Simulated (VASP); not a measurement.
Runs of VASP 6.6.1 on O. The structure is that of space group Fd-3m (No. 227), or close to it. The cells are those of the table. 

```tsv
task	level	cell	cutoff (eV)	gap on the mesh (eV)	pressure (GPa)	relaxed volume (Å³/atom)
single point	BLYP+D3(BJ)	a = 3.142 Å, angles 60.0°, 2 atoms	520	none	(a)	-
relaxation of cell and atoms	PBEsol+D3(BJ)	relaxed from a = 3.070 Å, angles 60.0°, 2 atoms	600	none	0.0	10.16
relaxation of cell and atoms	BLYP+D3(BJ)	relaxed from a = 3.070 Å, angles 60.0°, 2 atoms	600	none	0.0	10.96
relaxation of cell and atoms	PBEsol	relaxed from a = 3.070 Å, angles 60.0°, 2 atoms	600	none	0.0	10.17
single point	PBEsol+D3(BJ)	a = 3.064 Å, angles 60.0°, 2 atoms	520	none	-0.1	-
single point	PBEsol	a = 3.066 Å, angles 60.0°, 2 atoms	520	none	-0.1	-
```

Alike in all rows: potentials or basis VASP PAW PBE potentials, release 64 (O); no spin polarisation; k mesh 6 × 6 × 6; smearing fermi-dirac 0.05 eV.

Fill in the values left out.

(a) -0.2.

Caveats: all runs use coarse meshes; the PAW data sets were made with another functional, which shifts forces and pressure a little; pairwise dispersion overbinds metals, which lowers pressure and volume (some runs).

A gap of «none» marks levels without a gap at the run's occupations.
